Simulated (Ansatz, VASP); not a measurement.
# BiP in VASP and in Ansatz

```xyz
2
Lattice="0.0000 2.9239 2.9239 2.9239 0.0000 2.9239 2.9239 2.9239 0.0000" Properties=species:S:1:pos:R:3 pbc="T T T"
Bi    0.0000    0.0000    0.0000
P     2.9239    2.9239    2.9239
```

Alike in both runs: task electric field gradients; functional PBE; k mesh 12 × 12 × 12; occupations fermi-dirac, width 0.05 eV; no spin polarisation.

|  | VASP | Ansatz |
| --- | --- | --- |
| version | VASP 6.6.1 | Ansatz 0.2.0 |
| potentials or method | VASP PAW PBE potentials, release 64 (Bi_d, P) | PAW with Ansatz's default frozen-core files, scalar-relativistic |
| plane-wave cutoff (eV) | 520 | 420 |
| valence electrons in the cell | 20 | 20 |

|  | VASP | Ansatz | Ansatz less VASP |
| --- | --- | --- | --- |
| pressure (GPa) | 0.0 | 0.0 | +0.05 |

Neither program's run includes spin-orbit coupling.
